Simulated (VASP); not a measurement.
Input of a VASP 6.6.1 run:

File POSCAR:

```
CdTe
1.0
    0.0000000000      2.6563776558      2.6563776558
    2.6563776558      0.0000000000      2.6563776558
    2.6563776558      2.6563776558      0.0000000000
Cd Te
1 1
Direct
    0.0000000000      0.0000000000      0.0000000000
    0.5000000000      0.5000000000      0.5000000000
```

File INCAR.step1:

```
PREC = Accurate ; ENCUT = 520
ISMEAR = -1 ; SIGMA = 0.05
LREAL = False ; LASPH = True
NELM = 60 ; NBANDS = 16
GGA = PE ; ALGO = Normal
EDIFF = 1E-4 ; LWAVE = True
LCHARG = False
```

INCAR.step2

```
PREC = Accurate ; ENCUT = 520
EDIFF = 1E-8 ; ISMEAR = -1
SIGMA = 0.05 ; LREAL = False
LASPH = True ; NELM = 60
ALGO = Normal ; ISIF = 2
LWAVE = False ; LCHARG = False
METAGGA = R2SCAN ; LMIXTAU = True
LEFG = True ; NBANDS = 16
ISTART = 1
```

The input KPOINTS:

```
regular mesh
0
Gamma
  10 10 10
```

Potentials or basis: VASP PAW PBE potentials, release 64 (Cd, Te).

Command:

```console
$ cat potpaw_PBE.64/Cd/POTCAR potpaw_PBE.64/Te/POTCAR > POTCAR
$ cp INCAR.step1 INCAR
$ mpirun -np 1 vasp_std > vasp.out
$ cp INCAR.step2 INCAR
$ mpirun -np 1 vasp_std > vasp.out
```

**Question.** Predict the band gap on the k mesh.

**Answer.** Zero (band 9 reaches 9.48 eV, above the bottom of band 10 at 7.89 eV).

**Question.** Predict the pressure.

**Answer.** 58.3 GPa.

Caveat: without QUAD_EFG the Cq values of the log hold for a quadrupole moment of 1 mb, not for the nuclei; the PAW data sets were made with another functional, which shifts forces and pressure a little; spin-orbit coupling is left out, which moves the levels of the heavy elements.
